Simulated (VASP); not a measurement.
CuF:

```xyz
2
Lattice="2.7937 0.0000 0.0000 0.0000 2.7937 0.0000 0.0000 0.0000 2.7937" Properties=species:S:1:pos:R:3 pbc="T T T"
Cu    0.0000    0.0000    0.0000
F     1.3968    1.3968    1.3968
```

- Program: VASP 6.6.1
- Task: relaxation of cell and atoms
- Functional: r2SCAN
- Potentials or basis: VASP PAW PBE potentials, release 64 (Cu, F)
- Cutoff: 600 eV
- k mesh: 8 × 8 × 8
- Occupations: fermi-dirac, width 0.02 eV
- Spin: no spin polarisation

At the start: pressure -5.9 GPa; volume 10.90 Å³/atom.

**Question.** Where does the relaxation end?

**Answer.** Over 3 steps the energy falls by 13.0 meV/atom and the volume is 10.26 Å³/atom (-5.9 %); space group Pm-3m (No. 221, to 0.05 Å).

The path:
| step | energy change (eV) | largest force (eV/Å) | pressure (GPa) | volume (Å³) |
| --- | --- | --- | --- | --- |
| 1 | 0.0000 | 0.0000 | -5.91 | 21.80 |
| 2 | -0.0260 | 0.0000 | -0.26 | 20.56 |
| 3 | -0.0261 | 0.0000 | 0.06 | 20.52 |

Final structure:
```
Cu F
1.0
     2.73755    0.00000    0.00000
     0.00000    2.73755    0.00000
     0.00000    0.00000    2.73755
Cu F
1 1
Direct
  0.00000 0.00000 0.00000
  0.50000 0.50000 0.50000
```

Caveat: the PAW data sets were made with another functional, which shifts forces and pressure a little.
